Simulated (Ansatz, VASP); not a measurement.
**One calculation of Sb, two programs**

```
Sb
1.0
     3.39099    0.00000    0.00000
    -1.69549    2.93668    0.00000
     0.00000    0.00000   11.70404
Sb
4
Direct
  0.00000 0.00000 0.00000
  0.00000 0.00000 0.50000
  0.33333 0.66667 0.25000
  0.66667 0.33333 0.75000
```

Alike in both runs: task single point; functional BLYP; k mesh 12 × 12 × 3; occupations fermi-dirac, width 0.1 eV; no spin polarisation.

|  | VASP | Ansatz |
| --- | --- | --- |
| version | VASP 6.6.1 | Ansatz 0.2.0 |
| potentials or method | VASP PAW PBE potentials, release 64 (Sb), cutoff 520 eV | plane waves (420 eV) with PAW, scalar-relativistic |
| valence electrons in the cell | 20 | 60 |

VASP gave:

```
pressure (GPa)                                                : 2.2
traceless stress, the component that is largest in VASP (GPa) : -0.46
```

**Question.** What did Ansatz give for the same quantities?

**Answer.** Pressure (GPa): 2.0; traceless stress, the component that is largest in VASP (GPa): -0.44.

VASP's potentials were made for PBE, not for BLYP. With one functional, cell and mesh, what is left measures potentials, basis and numerics. VASP's potentials hold 20 valence electrons a cell and Ansatz's 60, so a difference there can come from the potentials and not from the codes.

Neither program's run includes spin-orbit coupling.
